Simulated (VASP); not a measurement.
# MnO (Manganosite) in VASP: notebook

The runs below take MnO (Manganosite) through single point, with PBE+U.

Everything below comes from runs of VASP 6.6.1. Logs are shortened: lines on timing, memory, paths and dates and some standing lists are left out, and cuts for length are marked.

### Step 1. The cell of the first run

Symmetry: Fm-3m, No. 225, cubic system. The conventional cell has a = 4.446 Å, b = 4.446 Å, c = 4.446 Å, α = 90.00°, β = 90.00°, γ = 90.00°. Mn (site symmetry m-3m) has 6 O at 2.22 Å within 2.9 Å. Within 2.9 Å of O (site symmetry m-3m) lie 6 Mn at 2.22 Å.

### Step 2. Single point, PBE+U, collinear spin, ferromagnetic start

Contents of INCAR:

```
SYSTEM = MnO
  PREC = Accurate
  ENCUT = 520
  EDIFF = 1E-6
  ISMEAR = 0
  SIGMA = 0.05
  LREAL = .False.
  LASPH = .True.
  NELM = 150
  ALGO = Normal
  ISIF = 2
  LWAVE = .False.
  LCHARG = .False.
  ISPIN = 2
  MAGMOM = 5 0
  LORBIT = 11
  LMAXMIX = 4
  LDAU = .True.
  LDAUTYPE = 2
  LDAUL = 2 -1
  LDAUU = 3.9 0
  LDAUJ = 0 0
  LDAUPRINT = 1
  GGA = PE
  NBANDS = 20
```

Contents of KPOINTS:

```
Automatic mesh
0
Gamma
  5 5 5
  0 0 0
```

Contents of POSCAR:

```
MnO
1.0
    0.0000000000      2.2230000000      2.2230000000
    2.2230000000      0.0000000000      2.2230000000
    2.2230000000      2.2230000000      0.0000000000
Mn O
1 1
Direct
    0.0000000000      0.0000000000      0.0000000000
    0.5000000000      0.5000000000      0.5000000000
```

Potentials or basis: VASP PAW PBE potentials, release 64 (Mn_pv, O).

On the command line:

```bash
$ cat potpaw_PBE.64/Mn_pv/POTCAR potpaw_PBE.64/O/POTCAR > POTCAR
$ mpirun -np 1 vasp_std > vasp.out
```

OUTCAR:

```text
SYSTEM = MnO
   PREC = Accurate
   ENCUT = 520
   EDIFF = 1E-6
   ISMEAR = 0
   LREAL = .False.
   LASPH = .True.
   NELM = 150
   ISIF = 2
   ISPIN = 2
   LORBIT = 11
   GGA = PE

 ion  position               nearest neighbor table
   1  0.000  0.000  0.000-   2 2.22   2 2.22   2 2.22   2 2.22   2 2.22   2 2.22
   2  0.500  0.500  0.500-   1 2.22   1 2.22   1 2.22   1 2.22   1 2.22   1 2.22

  LATTYP: Found a face centered cubic cell.
 ALAT       =     4.4460000000

  Lattice vectors:

 A1 = (   0.0000000000,   2.2230000000,   2.2230000000)
 A2 = (   2.2230000000,   0.0000000000,   2.2230000000)
 A3 = (   2.2230000000,   2.2230000000,   0.0000000000)

Analysis of symmetry for initial positions (statically):
=====================================================================
 Subroutine PRICEL returns:
 Original cell was already a primitive cell.

 Routine SETGRP: Setting up the symmetry group for a
 face centered cubic supercell.

 Subroutine GETGRP returns: Found 48 space group operations
 (whereof 48 operations were pure point group operations)
 out of a pool of 48 trial point group operations.

The static configuration has the point symmetry O_h .

Analysis of symmetry for dynamics (positions and initial velocities):
=====================================================================
 Subroutine PRICEL returns:
 Original cell was already a primitive cell.

 Routine SETGRP: Setting up the symmetry group for a
 face centered cubic supercell.

 Subroutine GETGRP returns: Found 48 space group operations
 (whereof 48 operations were pure point group operations)
 out of a pool of 48 trial point group operations.

The dynamic configuration has the point symmetry O_h .

Analysis of structural, dynamic, and magnetic symmetry:
=====================================================================
 Subroutine PRICEL returns:
 Original cell was already a primitive cell.

 Routine SETGRP: Setting up the symmetry group for a
 face centered cubic supercell.

 Subroutine GETGRP returns: Found 48 space group operations
 (whereof 48 operations were pure point group operations)
 out of a pool of 48 trial point group operations.

[... 154 lines left out ...]
  o =  0.9404  v =  1.0000  0.0000  0.0000  0.0000  0.0000  0.0000  0.0000  0.0000  0.0000  0.0000      0.0000  0.0000  0.0000  0.0000  0.0000  0.0000  0.0000  0.0000  0.0000  0.0000
  o =  0.9404  v =  0.0000  0.9306  0.0000 -0.3662  0.0000  0.0000  0.0000  0.0000  0.0000  0.0000      0.0000  0.0000  0.0000  0.0000  0.0000  0.0000  0.0000  0.0000  0.0000  0.0000
  o =  0.9404  v =  0.0000 -0.3662 -0.0000 -0.9306 -0.0000  0.0000  0.0000  0.0000  0.0000  0.0000      0.0000  0.0000  0.0000  0.0000  0.0000  0.0000  0.0000  0.0000  0.0000  0.0000
  o =  0.9772  v =  0.0000 -0.0000 -0.0453 -0.0000  0.9990  0.0000  0.0000  0.0000  0.0000  0.0000      0.0000  0.0000  0.0000  0.0000  0.0000  0.0000  0.0000  0.0000  0.0000  0.0000
  o =  0.9772  v =  0.0000 -0.0000  0.9990 -0.0000  0.0453  0.0000  0.0000  0.0000  0.0000  0.0000      0.0000  0.0000  0.0000  0.0000  0.0000  0.0000  0.0000  0.0000  0.0000  0.0000

 number of electron      18.9999991 magnetization       4.9999974

 Free energy of the ion-electron system (eV)
  ---------------------------------------------------
  ext. energy  EPLUGINS =         0.00000000
  ---------------------------------------------------
  free energy    TOTEN  =       -15.45545866 eV

  energy without entropy =      -15.45545866  energy(sigma->0) =      -15.45545866

 E-fermi :   6.9283     XC(G=0): -11.7998

 val. band max:        6.7248427334   @ k =   0.4000   0.0000   0.0000
 cond. band min:       7.1149672457   @ k =   0.0000   0.0000   0.0000
 fundamental gap:      0.3901245123
 Fermi energy:         6.9283406117

 spin component 1

 k-point     1 :       0.0000    0.0000    0.0000
  band No.  band energies     occupation
      1     -42.8498      1.00000
      2     -42.8498      1.00000
      3     -42.8498      1.00000
      4     -12.4402      1.00000
      5       2.7249      1.00000
      6       2.7249      1.00000
[... 206 lines left out ...]
      6       1.1109      1.00000
[... 12 lines left out ...]
     19      33.1797      0.00000
     20      33.7785      0.00000
 Fermi energy:         6.9283406117

 spin component 2

 k-point     1 :       0.0000    0.0000    0.0000
  band No.  band energies     occupation
      1     -37.8917      1.00000
      2     -37.8917      1.00000
      3     -37.8917      1.00000
      4     -12.0606      1.00000
      5       4.4253      1.00000
      6       4.4253      1.00000
[... 219 lines left out ...]
     19      34.6661      0.00000
     20      35.2223      0.00000

------------------------ aborting loop because EDIFF is reached ----------------------------------------

  FORCE on cell =-STRESS in cart. coord.  units (eV):
  Direction    XX          YY          ZZ          XY          YZ          ZX
  --------------------------------------------------------------------------------------
  -------------------------------------------------------------------------------------
  Total        1.0466722      1.0466722      1.0466722      0.0000000      0.0000000     -0.0000000
  in kB       76.3260693     76.3260693     76.3260693      0.0000000      0.0000000     -0.0000000
  external PRESSURE =      76.3260693 kB  Pullay stress =       0.0000000 kB

 VOLUME and BASIS-vectors are now :
 -----------------------------------------------------------------------------
  energy-cutoff  :      520.00
  volume of cell :       21.97
      direct lattice vectors                 reciprocal lattice vectors
     0.000000000  2.223000000  2.223000000    -0.224921278  0.224921278  0.224921278
     2.223000000  0.000000000  2.223000000     0.224921278 -0.224921278  0.224921278
     2.223000000  2.223000000  0.000000000     0.224921278  0.224921278 -0.224921278

 POSITION                                       TOTAL-FORCE (eV/Angst)
 -----------------------------------------------------------------------------------
      0.00000      0.00000      0.00000         0.000000      0.000000      0.000000
      2.22300      2.22300      2.22300        -0.000000     -0.000000     -0.000000
 -----------------------------------------------------------------------------------
    total drift:                                0.000000     -0.000000     -0.000000

  FREE ENERGIE OF THE ION-ELECTRON SYSTEM (eV)
  ---------------------------------------------------
  free  energy   TOTEN  =       -15.4554586647 eV

  energy  without entropy=      -15.4554586645  energy(sigma->0) =      -15.45545866

 total charge

# of ion       s       p       d       tot
------------------------------------------
    1        0.207   6.184   4.960  11.351
    2        1.554   3.457   0.000   5.011
--------------------------------------------------
tot          1.762   9.641   4.960  16.362

 magnetization (x)

# of ion       s       p       d       tot
------------------------------------------
    1        0.032   0.026   4.562   4.621
    2        0.023   0.134   0.000   0.158
--------------------------------------------------
tot          0.056   0.161   4.562   4.779
```

stdout:

```text
POSCAR found type information on POSCAR MnO
 POSCAR found :  2 types and       2 ions
 scaLAPACK will be used
 LDA part: xc-table for (Slater+PW92), standard interpolation
 POSCAR, INCAR and KPOINTS ok, starting setup
 FFT: planning ... GRIDC
 FFT: planning ... GRID_SOFT
 FFT: planning ... GRID
 WAVECAR not read
 entering main loop
```

It took 5.2 s on 1 thread of Intel Xeon 6975P-C (Granite Rapids), shared host; peak memory 0.14 GiB.

Results:

- Free energy: -15.4555 eV
- Pressure: 7.6 GPa
- Band gap on the k mesh: 0.39 eV, indirect (least direct gap 2.69 eV)
- Net moment: 5.00 μB per cell
- Site moments: Mn +4.62; O +0.16 μB
- Valence electrons inside the program's atomic spheres: Mn 11.35; O 5.01

Eigenvalues of the final occupation matrices:
```tsv
site	spin	trace	eigenvalues
site 1 d	1	4.78	0.94 0.94 0.94 0.98 0.98
site 1 d	2	0.20	0.02 0.02 0.02 0.07 0.07
```

Caveat: the k points lie up to 0.49 Å⁻¹ apart; a cell with one magnetic atom can't hold antiferromagnetic order, which such compounds often take. A k mesh can miss the band edges.

### Step 3. Single point, PBE+U, collinear spin, antiferromagnetic start (volume scaled by 0.960)

Contents of INCAR:

```
ALGO = Normal
EDIFF = 1E-6
ENCUT = 520
GGA = PE
ISIF = 2
ISMEAR = 0
ISPIN = 2
LASPH = True
LCHARG = False
LDAU = True
LDAUJ = 0 0
LDAUL = 2 -1
LDAUPRINT = 1
LDAUTYPE = 2
LDAUU = 3.9 0
LMAXMIX = 4
LORBIT = 11
LREAL = False
LWAVE = False
MAGMOM = 4.66 -4.66 0 0
NBANDS = 31
NELM = 150
PREC = Accurate
SIGMA = 0.05
```

Contents of KPOINTS:

```
k-points
0
Gamma
  8 8 8
```

Contents of POSCAR:

```
MnO
1.0
   -2.1738814427     -2.1738814427      4.4151675049
   -4.4151675049     -2.1738814427      2.1738814427
   -2.1738814427     -4.4151675049      2.1738814427
Mn O
2 2
Direct
    0.0000000000      0.0000000000      0.0000000000
    0.5000000000      0.5000000000      0.5000000000
    1.2499999998     -0.7500000002     -0.7500000002
    1.7500000002     -0.2499999998     -0.2499999998
```

Potentials or basis: VASP PAW PBE potentials, release 64 (Mn_pv, O).

On the command line:

```bash
$ cat potpaw_PBE.64/Mn_pv/POTCAR potpaw_PBE.64/O/POTCAR > POTCAR
$ mpirun -np 1 vasp_std > vasp.out
```

Run time: 2.5 min. Hardware: 1 thread of Intel Xeon 6975P-C (Granite Rapids), shared host; peak memory 0.35 GiB.

It converged, with:

```yaml
Free_energy: -31.0822 eV
Pressure: 4.6 GPa
Band_gap_on_the_k_mesh: 1.77 eV
Net_moment: 0.00 μB per cell
Site_moments: Mn +4.57, -4.57; O +0.00 μB
Valence_electrons_inside_the_program's_atomic_spheres: Mn 11.35; O 5.01
```

Levels at points of the mesh, in eV from the valence-band top:
Spin up:
```
           k point  band 17  band 18  band 19  band 20  band 21  band 22
(0.00, 0.00, 0.00)    -1.64    -0.60    -0.60     1.77     4.72     4.76
(0.50, 0.00, 0.00)    -1.82    -0.54    -0.25     3.60     5.34     5.65
(0.50, 0.50, 0.00)    -1.99    -0.37    -0.27     3.84     5.52     5.63
(0.50, 0.50, 0.50)    -2.11     0.00     0.00     3.83     4.16     4.69
```
Spin down:
```tsv
k point	band 17	band 18	band 19	band 20	band 21	band 22
(0.00, 0.00, 0.00)	-1.64	-0.60	-0.60	1.77	4.72	4.76
(0.50, 0.00, 0.00)	-1.82	-0.54	-0.25	3.60	5.34	5.65
(0.50, 0.50, 0.00)	-1.99	-0.37	-0.27	3.84	5.52	5.63
(0.50, 0.50, 0.50)	-2.11	0.00	0.00	3.83	4.16	4.69
```

Eigenvalues of the final occupation matrices:
```csv
site,spin,trace,eigenvalues
site 1 d,1,4.76,0.94 0.94 0.94 0.98 0.98
site 1 d,2,0.22,0.02 0.02 0.02 0.08 0.08
site 2 d,1,0.22,0.02 0.02 0.02 0.08 0.08
site 2 d,2,4.76,0.94 0.94 0.94 0.98 0.98
```

 The state reached can hang on the start; a lower one may exist.
